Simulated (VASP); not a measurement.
# Zr2C3 (C2/m) in VASP: notebook

The runs below take Zr2C3 through single point, relaxation of cell and atoms, with PBE.

All numbers are computed with VASP 6.6.1; they aren't measurements. Logs are shortened: lines on timing, memory, paths and dates and some standing lists are left out, and cuts for length are marked.

### 1 The cell of the first run

The structure is monoclinic, space group C2/m (No. 12). The conventional cell has a = 6.084 Å, b = 3.356 Å, c = 6.628 Å, α = 90.00°, β = 115.00°, γ = 90.00°. Within 3.0 Å of Zr (site symmetry m) lie 8 C at 2.26 to 2.70 Å. Within 3.1 Å of C (site symmetry 2/m) lie 6 Zr at 2.32 to 2.45 Å. Within 1.7 Å of C (site symmetry m) lie 1 C at 1.31 Å.

### 2 Single point, PBE

INCAR

```
SYSTEM = Zr2C3
PREC     = Accurate       ! precision mode
ENCUT    = 520            ! plane-wave cutoff, eV
EDIFF    = 1E-6           ! SCF threshold, eV
ISMEAR   = 0              ! smearing method
SIGMA    = 0.1            ! smearing width, eV
LREAL    = .FALSE.        ! projectors in reciprocal space
LASPH    = .TRUE.         ! aspherical terms in the spheres
NELM     = 80             ! most SCF steps
ALGO     = Normal         ! electronic algorithm
ISIF     = 2              ! what is computed and relaxed
LWAVE    = .FALSE.        ! write WAVECAR
LCHARG   = .FALSE.        ! write CHGCAR
GGA      = PE             ! functional
NBANDS   = 26             ! bands
```

KPOINTS

```
Automatic mesh
0
G
  6 6 4
  0 0 0
```

POSCAR

```
Zr2C3
1.0
    3.0419015925     -1.6781100754      0.0000000000
    3.0419015925      1.6781100754      0.0000000000
   -2.8011181673      0.0000000000      6.0074542364
Zr C
2 3
Direct
    0.7554149609      0.7554149609      0.2141194870
    0.2445850391      0.2445850391      0.7858805130
    0.0000000000      0.0000000000      0.0000000000
    0.4438625668      0.4438625668      0.5649833706
    0.5561374332      0.5561374332      0.4350166294
```

Potentials or basis: VASP PAW PBE potentials, release 64 (Zr_sv, C).

On the command line:

```
> cat potpaw_PBE.64/Zr_sv/POTCAR potpaw_PBE.64/C/POTCAR > POTCAR
> mpirun -np 1 vasp_std > vasp.out
```

OUTCAR:

```text
SYSTEM = Zr2C3
   PREC = Accurate
   ENCUT = 520
   EDIFF = 1E-6
   ISMEAR = 0
   LREAL = .FALSE.
   LASPH = .TRUE.
   NELM = 80
   ISIF = 2
   GGA = PE

 ion  position               nearest neighbor table
   1  0.755  0.755  0.214-   5 2.26   3 2.32   3 2.32   3 2.45   5 2.46   5 2.46   4 2.70   4 2.70
                             2 3.20   2 3.27   2 3.27   2 3.70
   2  0.245  0.245  0.786-   4 2.26   3 2.32   3 2.32   3 2.45   4 2.46   4 2.46   5 2.70   5 2.70
                             1 3.20   1 3.27   1 3.27   1 3.70
   3  0.000  0.000  0.000-   1 2.32   1 2.32   2 2.32   2 2.32   1 2.45   2 2.45
   4  0.444  0.444  0.565-   5 1.31   2 2.26   2 2.46   2 2.46   1 2.70   1 2.70
   5  0.556  0.556  0.435-   4 1.31   1 2.26   1 2.46   1 2.46   2 2.70   2 2.70

  LATTYP: Found a base centered monoclinic cell.
 ALAT       =     6.0838031850
 B/A-ratio  =     0.5516648137
 C/A-ratio  =     1.0895168773
 COS(beta)  =    -0.4225930129

  Lattice vectors:

 A1 = (   3.0419015925,  -1.6781100754,   0.0000000000)
 A2 = (   3.0419015925,   1.6781100754,   0.0000000000)
 A3 = (  -2.8011181673,   0.0000000000,   6.0074542364)

Analysis of symmetry for initial positions (statically):
=====================================================================
 Subroutine PRICEL returns:
 Original cell was already a primitive cell.

 Routine SETGRP: Setting up the symmetry group for a
 base centered monoclinic supercell.

 Subroutine GETGRP returns: Found  4 space group operations
 (whereof  4 operations were pure point group operations)
 out of a pool of  4 trial point group operations.

The static configuration has the point symmetry C_2h.

Analysis of symmetry for dynamics (positions and initial velocities):
=====================================================================
 Subroutine PRICEL returns:
 Original cell was already a primitive cell.

 Routine SETGRP: Setting up the symmetry group for a
 base centered monoclinic supercell.

 Subroutine GETGRP returns: Found  4 space group operations
 (whereof  4 operations were pure point group operations)
 out of a pool of  4 trial point group operations.

The dynamic configuration has the point symmetry C_2h.

 Subroutine INISYM returns: Found  4 space group operations
 (whereof  4 operations are pure point group operations),
 and found     1 'primitive' translations

----------------------------------------------------------------------------------------

                                     Primitive cell

  volume of cell :      61.3319

  direct lattice vectors                    reciprocal lattice vectors
     3.041901592 -1.678110075  0.000000000     0.164370866 -0.297954233  0.076641819
     3.041901592  1.678110075  0.000000000     0.164370866  0.297954233  0.076641819
    -2.801118167  0.000000000  6.007454236     0.000000000  0.000000000  0.166459861

  length of vectors
     3.474078111  3.474078111  6.628406248     0.348810084  0.348810084  0.166459861

  position of ions in fractional coordinates (direct lattice)
     0.755414961  0.755414961  0.214119487
     0.244585039  0.244585039  0.785880513
     0.000000000  0.000000000  0.000000000
     0.443862567  0.443862567  0.564983371
     0.556137433  0.556137433  0.435016629

  ion indices of the primitive-cell ions
   primitive index   ion index
                 1           1
                 2           2
                 3           3
                 4           4
                 5           5

----------------------------------------------------------------------------------------

 KPOINTS: Automatic mesh

Automatic generation of k-mesh.
 Grid dimensions read from file:
 generate k-points for:    6    6    4

 Generating k-lattice:

  Cartesian coordinates                     Fractional coordinates (reciprocal lattice)
     0.027395144 -0.049659039  0.012773636     0.166666667  0.000000000  0.000000000
     0.027395144  0.049659039  0.012773636     0.000000000  0.166666667  0.000000000
     0.000000000  0.000000000  0.041614965     0.000000000  0.000000000  0.250000000

  Length of vectors
     0.058135014  0.058135014  0.041614965

  Shift w.r.t. Gamma in fractional coordinates (k-lattice)
     0.000000000  0.000000000  0.000000000

 Subroutine IBZKPT returns following result:
 ===========================================

 Found     47 irreducible k-points:

 Following reciprocal coordinates:
            Coordinates               Weight
  0.000000  0.000000  0.000000      1.000000
  0.166667  0.000000  0.000000      4.000000
  0.333333  0.000000  0.000000      4.000000
  0.500000  0.000000  0.000000      2.000000
  0.166667  0.166667  0.000000      2.000000
  0.333333  0.166667  0.000000      4.000000
[... 16 lines left out ...]
 -0.333333  0.166667  0.250000      4.000000
 -0.166667  0.166667  0.250000      4.000000
 [... further k-points ...]
   k-points           NKPTS =     47   k-points in BZ     NKDIM =     47   number of bands    NBANDS=     26
   number of dos      NEDOS =    301   number of ions     NIONS =      5
   total plane-waves  NPLWV =  39200
   dimension x,y,z NGX =    28 NGY =   28 NGZ =   50
   dimension x,y,z NGXF=    56 NGYF=   56 NGZF=  100
   ions per type =               2   3
   NGX,Y,Z   is equivalent  to a cutoff of  13.40, 13.40, 12.54 a.u.
   NGXF,Y,Z  is equivalent  to a cutoff of  26.80, 26.80, 25.08 a.u.
 SYSTEM =  Zr2C3
   PREC   = accura    normal or accurate (medium, high low for compatibility)
   ISTART =      0    job   : 0-new  1-cont  2-samecut
   ICHARG =      2    charge: 1-file 2-atom 10-const
   ISPIN  =      1    spin polarized calculation?
   LNONCOLLINEAR =      F non collinear calculations
   LSORBIT =      F    spin-orbit coupling
   LASPH  =      T    aspherical Exc in radial PAW
   ENCUT  =  520.0 eV  38.22 Ry    6.18 a.u.   6.46  6.46 12.32*2*pi/ulx,y,z
   NELM   =     80;   NELMIN=  2; NELMDL= -5     # of ELM steps
   EDIFF  = 0.1E-05   stopping-criterion for ELM
   LREAL  =      F    real-space projection
   EDIFFG = 0.1E-04   stopping-criterion for IOM
   NSW    =      0    number of steps for IOM
   IBRION =     -1    ionic relax: 0-MD 1-quasi-New 2-CG
   NFREE  =      0    steps in history (QN), initial steepest desc. (CG)
   ISIF   =      2    stress and relaxation
   ISYM   =      2    0-nonsym 1-usesym 2-fastsym
   POTIM  = 0.5000    time-step for ionic-motion
   TEBEG  =    0.0;   TEEND  =   0.0 temperature during run
   PSTRESS=    0.0 pullay stress
   NELECT =      36.0000    total number of electrons
   NUPDOWN=      -1.0000    fix difference up-down
   EMIN   =  10.00;   EMAX   =-10.00  energy-range for DOS
   EFERMI =   0.00;   METHOD = LEGACY
   ISMEAR =     0;   SIGMA  =   0.10  broadening in eV -4-tet -1-fermi 0-gaus
   EFERMI_NEDOS =   21; number of points for ismear=-14 and -15
   IALGO  =     38    algorithm
   IMIX   =      4    mixing-type and parameters
     AMIX     =   0.40;   BMIX     =  1.00
     AMIX_MAG =   1.60;   BMIX_MAG =  1.00
  volume/ion in A,a.u.               =      12.27        82.78
  Fermi-wavevector in a.u.,A,eV,Ry     =   1.370714  2.590275 25.563414  1.878858
  Thomas-Fermi vector in A             =   2.496476
   LORBIT       =      0    0 simple, 1 ext, 2 COOP (PROOUT), +10 PAW based schemes
   GGA     = PE    functional components
   LHFCALC =     F    Hartree Fock is set to
   AEXX    =    0.0000 exact exchange contribution
   IVDW    =     0    specifies the selected vdW correction
   LEPSILON=     F    determine dielectric tensor
   LRPA    =     F    only Hartree local field effects (RPA)
 non-spin polarized calculation
 Gauss-broadening in eV      SIGMA  =   0.10
  energy-cutoff  :      520.00
  volume of cell :       61.33
 maximum number of plane-waves:      1670
 NGX is ok and might be reduce to    28
   NGX = 13   NGY = 13   NGZ = 25

 number of electron      36.0000001 magnetization

 Free energy of the ion-electron system (eV)
  ---------------------------------------------------
  ext. energy  EPLUGINS =         0.00000000
  ---------------------------------------------------
  free energy    TOTEN  =       -46.46362268 eV

  energy without entropy =      -46.45614137  energy(sigma->0) =      -46.45988202

 E-fermi :   9.7052     XC(G=0): -11.9008

 val. band max:        9.6762414978   @ k =   0.5000   0.3333   0.5000
 cond. band min:       9.7616413618   @ k =   0.1667   0.1667   0.2500
 fundamental gap:      0.0853998639
 Fermi energy:         9.7051857060

 k-point     1 :       0.0000    0.0000    0.0000
  band No.  band energies     occupation
      1     -39.4487      2.00000
      2     -39.3787      2.00000
      3     -17.9080      2.00000
      4     -17.3189      2.00000
      5     -17.3105      2.00000
      6     -17.2778      2.00000
[... 18 lines left out ...]
     25      12.5395      0.00000
     26      13.1772      0.00000

 k-point     2 :       0.1667    0.0000    0.0000
  band No.  band energies     occupation
      1     -39.4322      2.00000
      2     -39.3708      2.00000
      3     -17.8464      2.00000
      4     -17.4440      2.00000
      5     -17.3773      2.00000
      6     -17.3395      2.00000
[... 18 lines left out ...]
     25      14.0094      0.00000
     26      14.2362      0.00000

 k-point     3 :       0.3333    0.0000    0.0000
  band No.  band energies     occupation
      1     -39.3964      2.00000
      2     -39.3574      2.00000
      3     -17.7602      2.00000
      4     -17.6868      2.00000
      5     -17.5728      2.00000
      6     -17.4088      2.00000
[... 18 lines left out ...]
     25      14.4227      0.00000
     26      15.1244      0.00000

 k-point     4 :       0.5000    0.0000    0.0000
  band No.  band energies     occupation
      1     -39.3746      2.00000
      2     -39.3544      2.00000
      3     -17.8439      2.00000
      4     -17.7822      2.00000
      5     -17.5238      2.00000
      6     -17.4272      2.00000
[... 18 lines left out ...]
     25      14.3453      0.00000
     26      14.8205      0.00000

 k-point     5 :       0.1667    0.1667    0.0000
  band No.  band energies     occupation
      1     -39.4330      2.00000
      2     -39.3751      2.00000
      3     -17.8278      2.00000
      4     -17.4753      2.00000
      5     -17.3476      2.00000
      6     -17.3163      2.00000
[... 18 lines left out ...]
     25      13.3999      0.00000
     26      13.7512      0.00000

 k-point     6 :       0.3333    0.1667    0.0000
  band No.  band energies     occupation
      1     -39.4071      2.00000
      2     -39.3667      2.00000
      3     -17.7381      2.00000
      4     -17.6087      2.00000
      5     -17.5035      2.00000
      6     -17.3867      2.00000
[... 427 lines left out ...]
 k-point    21 :       0.3333    0.1667    0.2500
  band No.  band energies     occupation
      1     -39.4053      2.00000
      2     -39.3684      2.00000
      3     -17.7384      2.00000
      4     -17.6419      2.00000
      5     -17.4771      2.00000
      6     -17.3687      2.00000
[... 18 lines left out ...]
     25      13.7429      0.00000
     26      15.0275      0.00000

 k-point    22 :       0.5000    0.1667    0.2500
  band No.  band energies     occupation
      1     -39.3786      2.00000
      2     -39.3556      2.00000
      3     -17.7965      2.00000
      4     -17.7629      2.00000
      5     -17.5344      2.00000
      6     -17.4831      2.00000
[... 18 lines left out ...]
     25      14.1888      0.00000
     26      14.4863      0.00000

 k-point    23 :      -0.3333    0.1667    0.2500
  band No.  band energies     occupation
      1     -39.3789      2.00000
      2     -39.3501      2.00000
      3     -17.8313      2.00000
      4     -17.7603      2.00000
      5     -17.5956      2.00000
      6     -17.4347      2.00000
[... 18 lines left out ...]
     25      14.1589      0.00000
     26      14.6115      0.00000

 k-point    24 :      -0.1667    0.1667    0.2500
  band No.  band energies     occupation
      1     -39.4040      2.00000
      2     -39.3596      2.00000
      3     -17.7597      2.00000
      4     -17.6443      2.00000
      5     -17.5616      2.00000
      6     -17.3615      2.00000
[... 18 lines left out ...]
     25      14.0389      0.00000
     26      14.6781      0.00000

 [... further k-points ...]
[... 5 lines left out ...]
  --------------------------------------------------------------------------------------
  -------------------------------------------------------------------------------------
  Total       -0.0193356      0.1446470      0.2078744      0.0000000      0.0000000     -0.0855625
  in kB       -0.5051067      3.7786264      5.4303216      0.0000000      0.0000000     -2.2351558
  external PRESSURE =       2.9012805 kB  Pullay stress =       0.0000000 kB

 VOLUME and BASIS-vectors are now :
 -----------------------------------------------------------------------------
  energy-cutoff  :      520.00
  volume of cell :       61.33
      direct lattice vectors                 reciprocal lattice vectors
     3.041901592 -1.678110075  0.000000000     0.164370866 -0.297954233  0.076641819
     3.041901592  1.678110075  0.000000000     0.164370866  0.297954233  0.076641819
    -2.801118167  0.000000000  6.007454236     0.000000000  0.000000000  0.166459861

 POSITION                                       TOTAL-FORCE (eV/Angst)
 -----------------------------------------------------------------------------------
      3.99602      0.00000      1.28631         0.026704      0.000000      0.056141
     -0.71334      0.00000      4.72114        -0.026704      0.000000     -0.056141
      0.00000      0.00000      0.00000        -0.000000      0.000000      0.000000
      1.11779      0.00000      3.39411        -0.036599      0.000000      0.024155
      2.16490      0.00000      2.61334         0.036599      0.000000     -0.024155
 -----------------------------------------------------------------------------------
    total drift:                               -0.000000      0.000000      0.000000

  FREE ENERGIE OF THE ION-ELECTRON SYSTEM (eV)
  ---------------------------------------------------
  free  energy   TOTEN  =       -46.4636226762 eV

  energy  without entropy=      -46.4561413701  energy(sigma->0) =      -46.45988202
```

It took 1.8 min on 1 thread of Intel Xeon Platinum 8259CL at 2.50GHz (Skylake/Cascade Lake), shared host; peak memory 0.22 GiB.

What came out:

| Property | Result |
| --- | --- |
| Free energy | -46.4636 eV |
| Pressure | 0.3 GPa |
| Largest force | 0.062 eV/Å |
| Band gap on the k mesh | zero (bands 18 and 19 overlap by 1.64 eV) |

Forces on the atoms (eV/Å):
```
Zr   0.027  0.000  0.056
Zr  -0.027  0.000 -0.056
C    0.000  0.000  0.000
C   -0.037  0.000  0.024
C    0.037  0.000 -0.024
```

Stress tensor (GPa, compression positive):
```
-0.05  0.00 -0.22
 0.00  0.38  0.00
-0.22  0.00  0.54
```

Caveat: the k points lie up to 0.37 Å⁻¹ apart, too coarse for converged energies and pressures of a metal.

[end of part 1 of 2]

The gap in the log of VASP goes by the Fermi energy; the results here count the filled bands.